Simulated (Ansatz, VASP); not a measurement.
**Mg2Si in VASP and in Ansatz**

```
CELL_PARAMETERS angstrom
0.00000 3.16982 3.16982
3.16982 0.00000 3.16982
3.16982 3.16982 0.00000
ATOMIC_POSITIONS crystal
Mg 0.69700 0.26300 0.86800
Mg 0.19700 0.76300 0.36800
Si 0.44700 0.01300 0.61800
```

Alike in both runs: task single point; functional PBE; k mesh 6 × 6 × 6; no spin polarisation.

|  | VASP | Ansatz |
| --- | --- | --- |
| version | VASP 6.6.1 | Ansatz 0.2.0 |
| potentials or method | VASP PAW PBE potentials, release 64 (Mg, Si), cutoff 600 eV | scalar-relativistic, plane waves, PAW |
| occupations | gaussian, width 0.01 eV | fixed |
| valence electrons in the cell | 8 | 24 |

|  | VASP | Ansatz | Ansatz less VASP |
| --- | --- | --- | --- |
| gap on the k mesh at the Fermi level (eV) | 0.19 | 0.20 | +0.002 |
| least direct gap on the mesh (eV) | 1.91 | 1.91 | +0.002 |
| pressure (GPa) | 0.5 | 0.6 | +0.13 |

VASP's potentials hold 8 valence electrons a cell and Ansatz's 24, so a difference there can come from the potentials and not from the codes.
